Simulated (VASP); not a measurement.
SiNi, 4 atoms in the cell. It takes space group Pmmn (No. 59, orthorhombic). The conventional cell has a = 3.047 Å, b = 3.295 Å, c = 4.729 Å, α = 90.00°, β = 90.00°, γ = 90.00°. Within 3.1 Å of Si (site symmetry mm2) lie 6 Ni at 2.36 to 2.41 Å and 6 Si at 2.69 to 3.05 Å. Within 3.1 Å of Ni (site symmetry mm2) lie 6 Si at 2.36 to 2.41 Å and 6 Ni at 2.68 to 3.05 Å.  This cell differs from its parent crystal: volume scaled by 1.02.

* Program: VASP 6.6.1
* Task: single point
* Functional: LDA
* Potentials or basis: VASP PAW LDA potentials, release 64 (Si, Ni)
* Cutoff: 520 eV
* k mesh: 11 × 10 × 7
* Occupations: fermi-dirac, width 0.05 eV
* Spin: collinear spin, ferromagnetic start
* Starting moments: [0.0, 0.0, 1.5, 1.5] μB
* Dipole correction: no
* Further INCAR settings: ALGO = Normal; EDIFF = 1e-07; NBANDS = 26

Potentials or basis: VASP PAW LDA potentials, release 64 (Si, Ni).

Command:

```bash
$ cat potpaw_LDA.64/Si/POTCAR potpaw_LDA.64/Ni/POTCAR > POTCAR
$ mpirun -np 1 vasp_std > vasp.out
```

Hardware: 1 thread of Oxide Virtual Turin-like Processor, on a shared host.

Estimate the wall time of this run.

Wall time 4.2 min on 1 thread of Oxide Virtual Turin-like Processor, on a shared host, peak memory 0.3 GiB. Counts: scf iterations 16, k points 144.
